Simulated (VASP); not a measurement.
A run of VASP 6.6.1 is set up as follows.

Contents of INCAR:

```
PREC = Accurate
ENCUT = 520
EDIFF = 1E-6
ISMEAR = 0
SIGMA = 0.01
LREAL = Auto
LASPH = True
NELM = 200
ALGO = Normal
ISIF = 2
LWAVE = False
LCHARG = False
ISPIN = 2
MAGMOM = 0.06 0 0 0.06 0 0 0.01 0 0 0 0 0.06 0.01 0 0.01 0.06 0 0 0 0 0 0 0 0 0 0 0.01 0 0 0.01 0.01
LORBIT = 11
NUPDOWN = 1.0
GGA = PE
NBANDS = 90
NELECT = 129.0
GGA_COMPAT = False
ISYM = -1
```

KPOINTS

```
explicit points
1
Reciprocal
  0.25000000   0.25000000   0.25000000 1
```

The input POSCAR:

```
CaB15N15
1.0
   -3.6241103800      3.6241103800     -3.6241103800
    3.6241103800      3.6241103800      3.6241103800
    3.6241103800     -3.6241103800     -3.6241103800
B Ca N
15 1 15
Direct
   -0.0047949088     -0.0057292447     -0.0509165550
    0.0127512774      0.2584329084      0.7603068284
    0.0127318141      0.5087056616      0.5100215711
   -0.0048157261      0.6974825305      0.2458371976
    0.2593733607      0.0117912307      0.7603135255
    0.2593767931      0.5087360185      0.2634035039
    0.2472238688      0.7496348881      0.0012343865
    0.5096279064      0.0117921322      0.5100105178
    0.5096409449      0.2584343438      0.2633945676
    0.5006847927      0.4997486600      0.0066914814
    0.5006840159      0.7550768655      0.7513445840
    0.6985004764     -0.0057162734      0.2458778982
    0.7505727050      0.2462583441      0.0012182961
    0.7560492962      0.4997584217      0.7513569550
    0.7505668707      0.7496404528      0.4978835136
    0.1511923837      0.1502401747      0.4018429946
    0.0008207898      0.2491756905      0.0088604047
    0.0100980846      0.5062526144      0.7578443002
    0.0008049750      0.7572585219      0.5007625905
    0.2501179769     -0.0001256696      0.0088699794
    0.2574695950      0.2565054908      0.7893959221
    0.2574533168      0.5377879830      0.5081084872
    0.2501191565      0.7572786350      0.2514714208
    0.5071584463      0.0091191709      0.7578254908
    0.5387334705      0.2565096603      0.5081231698
    0.5071729042      0.5062470519      0.2607442289
    0.4994403326      0.7502498251      0.0018582412
    0.7582475073     -0.0000969353      0.5008048248
    0.7582185248      0.2491781333      0.2514869315
    0.7511599334      0.4984578675      0.0018136252
    0.7511769793      0.7502330958      0.7500763689
```

Potentials or basis: VASP PAW PBE potentials, release 64 (B, Ca_sv, N).

Command:

```sh
$ cat potpaw_PBE.64/B/POTCAR potpaw_PBE.64/Ca_sv/POTCAR potpaw_PBE.64/N/POTCAR > POTCAR
$ mpirun -np 1 vasp_std > vasp.out
```

Question: Estimate the largest force.

Answer: 0.105 eV/Å.

Forces in eV/Å, atoms in the order of the input:
```
B    0.004 -0.001 -0.006
B    0.009 -0.022  0.015
B    0.010 -0.015  0.021
B    0.006  0.004 -0.001
B   -0.016 -0.022 -0.007
B   -0.018  0.007  0.022
B    0.003  0.009 -0.008
B   -0.022 -0.015 -0.013
B   -0.022  0.009  0.014
B   -0.001  0.023 -0.001
B    0.001  0.001 -0.022
B    0.001  0.000 -0.002
B    0.010  0.007 -0.001
B    0.021 -0.002  0.002
B    0.005  0.005 -0.009
Ca  -0.061 -0.060  0.060
N    0.013  0.017  0.008
N   -0.006 -0.007  0.005
N    0.012 -0.007 -0.018
N   -0.006  0.017 -0.012
N    0.040 -0.012 -0.036
N    0.039  0.038  0.012
N   -0.008  0.010 -0.017
N   -0.005 -0.003  0.003
N   -0.012  0.042 -0.036
N   -0.006 -0.004  0.004
N   -0.020 -0.004  0.005
N    0.016 -0.010 -0.008
N    0.016  0.013  0.010
N   -0.002 -0.002  0.015
N   -0.002 -0.017  0.002
```

Caveat: the cell carries a net charge on a neutralising background, which shifts energy and pressure; the total moment is fixed, so each spin has its own Fermi level.
